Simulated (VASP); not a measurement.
Write the native input for VASP 6.6.1 that does the following.

```yaml
Task: single point
Functional: PBE
Potentials_or_basis: VASP PAW PBE potentials, release 64 (Mg, O)
Cutoff: 520 eV
k_mesh: 8 × 8 × 6
Occupations: gaussian, width 0.05 eV
Spin: no spin polarisation
Dipole_correction: no
Further_INCAR_settings: ALGO = Normal; EDIFF = 1e-06; NBANDS = 16
```

The structure of MgO lies in POSCAR:

```
MgO
1.0
    0.0000000000     -2.1269229054     -2.1269229054
    0.0000000000      2.1269229054     -2.1269229054
    4.2538458108      0.0000000000      0.0000000000
Mg O
2 2
Direct
    0.5000000000      0.5000000000      0.5617088657
    0.0000000000      0.0000000000     -0.0617088657
    0.5000000000      0.5000000000     -0.0085180966
    0.0000000000      0.0000000000      0.5085180966
```

This cell differs from its parent crystal: mode 9 (400.1 1/cm) frozen in, largest displacement +0.263 Å.

The input as run:

INCAR

```
  PREC = Accurate
  ENCUT = 520
  EDIFF = 1E-6
  ISMEAR = 0
  SIGMA = 0.05
  LREAL = F
  LASPH = T
  NELM = 100
  ALGO = Normal
  ISIF = 2
  LWAVE = F
  LCHARG = F
  GGA = PE
  NBANDS = 16
```

KPOINTS

```
Automatic mesh
0
Gamma
  8 8 6
```

Potentials or basis: VASP PAW PBE potentials, release 64 (Mg, O).

Run with:

```sh
$ cat potpaw_PBE.64/Mg/POTCAR potpaw_PBE.64/O/POTCAR > POTCAR
$ mpirun -np 1 vasp_std > vasp.out
```

It gave:

```yaml
Pressure: 12.3 GPa
Largest_force: 4.875 eV/Å
Band_gap_on_the_k_mesh: 4.49 eV, direct
```

Caveat: the cell differs from its parent crystal (mode 9 (400.1 1/cm) frozen in, largest displacement +0.263 Å); forces of over 1 eV/Å act on the atoms, so gaps and moduli don't describe the material at rest.

Run time: 57 s on 1 thread of Intel Xeon 8259CL (shared host), peak memory 0.16 GiB.
